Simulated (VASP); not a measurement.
Runs of VASP 6.6.1 on CsBa3. The structure is cubic, space group Fm-3m (No. 225). The conventional cell has a = 10.443 Å, b = 10.443 Å, c = 10.443 Å, α = 90.00°, β = 90.00°, γ = 90.00°. 

```csv
level,gap on the mesh (eV),pressure (GPa)
PBEsol,none,-0.4
BLYP,none,0.4
r2SCAN,none,0.2
RPBE,none,(a)
```

Alike in all rows: task single point; potentials or basis VASP PAW PBE potentials, release 64 (Cs_sv, Ba_sv); no spin polarisation; cell as given; k mesh 4 × 4 × 4; cutoff (eV) 520; smearing methfessel-paxton 0.1 eV.

**Question.** Fill in the values left out.

**Answer.** (a) 0.6.

Caveats: the PAW data sets were made with another functional, which shifts forces and pressure a little; spin-orbit coupling is left out, which moves the levels of the heavy elements.

A k mesh can miss the band edges, and the runs leave out spin-orbit coupling on Ba, Cs.

A gap of «none» marks levels without a gap at the run's occupations.
